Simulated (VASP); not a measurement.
The system is Ga4O.

```
Ga O
1.0
     4.88863    0.00000    0.00000
    -2.44431    4.23367    0.00000
     0.00000    0.00000    4.47958
Ga O
4 1
Direct
  0.33333 0.66667 0.78162
  0.33333 0.66667 0.21838
  0.66667 0.33333 0.21838
  0.66667 0.33333 0.78162
  0.00000 0.00000 0.00000
```

The cell was built from a structure type or drawn by symmetry, and may not be a known phase.

```yaml
Program: VASP 6.6.1
Task: relaxation of cell and atoms
Functional: PBE
Potentials_or_basis: VASP PAW PBE potentials, release 64 (Ga_d, O)
Cutoff: 600 eV
k_mesh: 6 × 6 × 4
Occupations: gaussian, width 0.1 eV
Spin: no spin polarisation
```

At the start: pressure 15.8 GPa; volume 18.54 Å³/atom.

Where does the relaxation end?

Over 21 steps the energy falls by 702.8 meV/atom and the volume is 18.86 Å³/atom (+1.7 %); space group P6/mmm (No. 191, to 0.1 Å) before and after.

The path:
| step | energy change (eV) | largest force (eV/Å) | pressure (GPa) | volume (Å³) |
| --- | --- | --- | --- | --- |
| 1 | 0.0000 | 8.3651 | 15.84 | 92.71 |
| 2 | -1.6100 | 3.0602 | -1.97 | 115.66 |
| 3 | -1.8860 | 2.7572 | -2.39 | 113.59 |
| 4 | -2.0898 | 2.5347 | -2.64 | 111.87 |
| 5 | -2.8059 | 1.6154 | -2.96 | 102.57 |
| 6 | -2.8417 | 0.4606 | 0.17 | 97.71 |
| 7 | -2.8817 | 1.3357 | -2.32 | 100.62 |
| 8 | -2.8995 | 1.0172 | -1.41 | 99.28 |
| 9 | -2.8992 | 1.1275 | -1.75 | 99.70 |
| 10 | -3.3228 | 0.1787 | -1.86 | 97.56 |
| 11 | -3.4373 | 0.1293 | -1.15 | 95.94 |
| 12 | -3.4140 | 0.4356 | 2.20 | 92.24 |
| 13 | -3.4769 | 0.2104 | -0.05 | 94.71 |
| 14 | -3.4761 | 0.3162 | 0.78 | 93.70 |
| 15 | -3.4814 | 0.2647 | 0.36 | 94.20 |
| 16 | -3.4966 | 0.1974 | -0.04 | 94.71 |
| 17 | -3.5035 | 0.1218 | -0.58 | 95.55 |
| 18 | -3.5038 | 0.1337 | -0.51 | 95.41 |
| 19 | -3.5116 | 0.0727 | -0.07 | 94.46 |
| 20 | -3.5133 | 0.0199 | 0.27 | 93.78 |
| 21 | -3.5138 | 0.0155 | -0.05 | 94.29 |

Final structure:
```
Ga O
1.0
     4.43310    0.00000    0.00000
    -2.21655    3.83918    0.00000
     0.00000    0.00000    5.54014
Ga O
4 1
Direct
  0.33333 0.66667 0.74839
  0.33333 0.66667 0.25161
  0.66667 0.33333 0.25161
  0.66667 0.33333 0.74839
  0.00000 0.00000 0.00000
```

Caveat: a cell axis changed by over 15 % at a fixed basis, so the end point is rough.
